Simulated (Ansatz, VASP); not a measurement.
## One calculation of SnO2, two programs

File INCAR:

```
ALGO = Normal
EDIFF = 1E-8
ENCUT = 520
GGA = PE
ISIF = 2
ISMEAR = -1
LASPH = T
LCHARG = F
LEFG = T
LREAL = F
LWAVE = F
NBANDS = 35
NELM = 80
PREC = Accurate
SIGMA = 0.03
```

KPOINTS

```
k-points
0
Gamma
  4 4 6
```

POSCAR

```
SnO2
1.0
    4.7373500000      0.0710602500      0.0710602500
    0.0710602500      4.7373500000      0.0710602500
    0.0477960000      0.0477960000      3.1864000000
Sn O
2 4
Direct
    0.0000000000      0.0000000000      0.0000000000
    0.5000000000      0.5000000000      0.5000000000
    0.3056200000      0.3056200000      0.0000000000
    0.1943800000      0.8056200000      0.5000000000
    0.6943800000      0.6943800000      0.0000000000
    0.8056200000      0.1943800000      0.5000000000
```

Input for Ansatz:

```yaml
crystal:
  lattice:
    - [4.73735, 0.07106025, 0.07106025]
    - [0.07106025, 4.73735, 0.07106025]
    - [0.047796, 0.047796, 3.1864]
  atoms:
    - { symbol: Sn, position: [0.0, 0.0, 0.0] }
    - { symbol: Sn, position: [0.5, 0.5, 0.5] }
    - { symbol: O, position: [0.30562, 0.30562, 0.0] }
    - { symbol: O, position: [0.19438, 0.80562, 0.5] }
    - { symbol: O, position: [0.69438, 0.69438, 0.0] }
    - { symbol: O, position: [0.80562, 0.19438, 0.5] }
kpoints:
  mp_grid: { grid: [4, 4, 6] }
scf:
  occupations: { method: fermi_dirac, width: 0.03 }
hamiltonian:
  xc: pbe
  pseudopotentials: { kind: all_electron, datasets: crystal }
output:
  forces: true
  stress: true
  eigenvalues: true
  efg: { contact_densities: true }
```

Change from the starting cell: equal xy, yz and zx shear strains of +3 %, crystal datasets.

Alike in both runs: task electric field gradients; functional PBE; k mesh 4 × 4 × 6; occupations fermi-dirac, width 0.03 eV; no spin polarisation.

|  | VASP | Ansatz |
| --- | --- | --- |
| version | VASP 6.6.1 | Ansatz 0.2.0 |
| potentials or method | VASP PAW PBE potentials, release 64 (Sn_d, O), cutoff 520 eV | all-electron PAW with datasets made for the crystal, scalar-relativistic |

VASP gave:

* gap on the k mesh at the Fermi level (eV): 1.24
* pressure (GPa): 12.1
* traceless stress, the component that is largest in VASP (GPa): -6.31
* rms of the force components (eV/Å): 0.144
* size of Vzz on the site where it differs most (V/Å²): 106.1

Problem. What did Ansatz give for the same quantities?

Solution. gap on the k mesh at the Fermi level (eV): 1.26; pressure (GPa): 11.4; traceless stress, the component that is largest in VASP (GPa): -6.28; rms of the force components (eV/Å): 0.138; size of Vzz on the site where it differs most (V/Å²): 104.3.

Atom by atom the forces differ by 0.010 eV/Å (rms over components). Ansatz ran all-electron here, and VASP with PAW potentials.
